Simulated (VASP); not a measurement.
Input of a VASP 6.6.1 run:

File INCAR:

```
ALGO     = Normal         # electronic algorithm
EDIFF    = 1E-6           # SCF threshold, eV
ENCUT    = 520            # plane-wave cutoff, eV
GGA      = PE             # functional
ISIF     = 2              # what is computed and relaxed
ISMEAR   = 0              # smearing method
LASPH    = T              # aspherical terms in the spheres
LCHARG   = F              # write CHGCAR
LREAL    = F              # projectors in reciprocal space
LWAVE    = F              # write WAVECAR
NBANDS   = 11             # bands
NELM     = 100            # most SCF steps
PREC     = Accurate       # precision mode
SIGMA    = 0.05           # smearing width, eV
```

The input KPOINTS:

```
k-points
0
Gamma
  12 12 12
```

The input POSCAR:

```
BeS
1.0
    0.0000000000      2.4330565376      2.4330565376
    2.4330565376      0.0000000000      2.4330565376
    2.4330565376      2.4330565376      0.0000000000
Be S
1 1
Direct
    0.0000000000      0.0000000000      0.0000000000
    0.7500000000      0.7500000000      0.7500000000
```

Potentials or basis: VASP PAW PBE potentials, release 64 (Be, S).

Run with:

```console
$ cat potpaw_PBE.64/Be/POTCAR potpaw_PBE.64/S/POTCAR > POTCAR
$ mpirun -np 1 vasp_std > vasp.out
```

Task: What does it give for the band gap on the k mesh?

Result: 3.13 eV, indirect (least direct gap 5.67 eV).

Task: Predict the pressure.

Result: 0.6 GPa.

A k mesh can miss the band edges. A hybrid or GW would open this gap; PBE tends to underestimate it.
